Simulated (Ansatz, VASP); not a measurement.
One calculation of Na, two programs

INCAR

```
  PREC = Accurate
  ENCUT = 600
  EDIFF = 1E-6
  ISMEAR = 0
  SIGMA = 0.1
  LREAL = False
  LASPH = True
  NELM = 100
  ALGO = Fast
  ISIF = 3
  LWAVE = False
  LCHARG = False
  GGA = PS
  IBRION = 2
  NSW = 100
  EDIFFG = -0.01
```

File KPOINTS:

```
regular mesh
0
Gamma
  18 18 18
```

File POSCAR:

```
Na
1.0
   -2.1040267987      2.1040267987      2.1040267987
    2.1040267987     -2.1040267987      2.1040267987
    2.1040267987      2.1040267987     -2.1040267987
Na
1
Direct
    0.0000000000      0.0000000000      0.0000000000
```

Input for Ansatz:

```yaml
crystal:
  lattice:
    - [-2.1040267987, 2.1040267987, 2.1040267987]
    - [2.1040267987, -2.1040267987, 2.1040267987]
    - [2.1040267987, 2.1040267987, -2.1040267987]
  atoms:
    - { symbol: Na, position: [0.0, 0.0, 0.0] }
basis:
  ecutwfc: 420
kpoints:
  mp_grid: { grid: [18, 18, 18] }
hamiltonian:
  xc: pbesol
scf:
  occupations: { method: gaussian, width: 0.1 }
output:
  forces: true
  stress: true
  eigenvalues: true
relax:
  adjacent_minimum: "off"
  f_tol: 0.01
  max_steps: 80
  cell: { stress_tol: 0.05 }
```

Alike in both runs: task relaxation of cell and atoms; functional PBEsol; k mesh 18 × 18 × 18; occupations gaussian, width 0.1 eV; no spin polarisation.

```csv
,VASP,Ansatz
version,VASP 6.6.1,Ansatz 0.2.0
potentials or method,"VASP PAW PBE potentials, release 64 (Na_pv), cutoff 600 eV","scalar-relativistic, plane waves, PAW"
valence electrons in the cell,7,9
```

Ansatz gave:

| Item | Value |
| --- | --- |
| gap on the k mesh at the Fermi level, each at its own relaxed structure (eV) | none |
| relaxed volume (Å³/atom) | 36.24 |
| relaxed length of the cell vector where the two differ most in proportion (Å) | 3.611 |

Problem. Which values does VASP return?

Solution. gap on the k mesh at the Fermi level, each at its own relaxed structure (eV): none; relaxed volume (Å³/atom): 36.10; relaxed length of the cell vector where the two differ most in proportion (Å): 3.606.

VASP's potentials were made for PBE, not for PBEsol. A gap of «none» marks a metal or a gap that the smearing closes. VASP's potentials hold 7 valence electrons a cell and Ansatz's 9, so a difference there can come from the potentials and not from the codes.
